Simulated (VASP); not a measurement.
Here is a VASP 6.6.1 calculation.

The input POSCAR:

```
AlCu
1.0
    2.9975090000      0.0374688625      0.0000000000
    0.0374688625      2.9975090000      0.0000000000
    0.0000000000      0.0000000000      2.9975090000
Al Cu
1 1
Direct
    0.0000000000      0.0000000000      0.0000000000
    0.5000000000      0.5000000000      0.5000000000
```

INCAR.step1

```
ALGO     = Normal         # electronic algorithm
EDIFF    = 1E-4           # SCF threshold, eV
ENCUT    = 520            # plane-wave cutoff, eV
GGA      = PE             # functional
ISMEAR   = 0              # smearing method
LASPH    = True           # aspherical terms in the spheres
LCHARG   = False          # write CHGCAR
LREAL    = False          # projectors in reciprocal space
LWAVE    = True           # write WAVECAR
NBANDS   = 14             # bands
NELM     = 100            # most SCF steps
PREC     = Accurate       # precision mode
SIGMA    = 0.15           # smearing width, eV
```

File INCAR.step2:

```
ALGO     = Normal         # electronic algorithm
EDIFF    = 1E-7           # SCF threshold, eV
ENCUT    = 520            # plane-wave cutoff, eV
ISIF     = 2              # what is computed and relaxed
ISMEAR   = 0              # smearing method
ISTART   = 1            
LASPH    = True           # aspherical terms in the spheres
LCHARG   = True           # write CHGCAR
LELF     = True           # ELF
LMIXTAU  = True         
LREAL    = False          # projectors in reciprocal space
LVHAR    = True         
LWAVE    = False          # write WAVECAR
METAGGA  = R2SCAN         # meta-GGA
NBANDS   = 14             # bands
NELM     = 100            # most SCF steps
PREC     = Accurate       # precision mode
SIGMA    = 0.15           # smearing width, eV
```

The input KPOINTS:

```
k-points
0
Gamma
  16 16 16
```

Potentials or basis: VASP PAW PBE potentials, release 64 (Al, Cu).

Command:

```bash
$ cat potpaw_PBE.64/Al/POTCAR potpaw_PBE.64/Cu/POTCAR > POTCAR
$ cp INCAR.step1 INCAR
$ mpirun -np 1 vasp_std > vasp.out
$ cp INCAR.step2 INCAR
$ mpirun -np 1 vasp_std > vasp.out
```

Task: What does it give for the band gap on the k mesh?

Result: Zero (band 7 reaches 13.02 eV, above the bottom of band 8 at 8.14 eV).

Task: Predict the pressure.

Result: -4.8 GPa.

Stress tensor (GPa, compression positive):
```
-4.75 -0.96  0.00
-0.96 -4.75  0.00
 0.00  0.00 -4.99
```

Caveat: the cell differs from its parent crystal (strain +0.0250 x Voigt [0, 0, 0, 0, 0, 1]); the PAW data sets were made with another functional, which shifts forces and pressure a little.
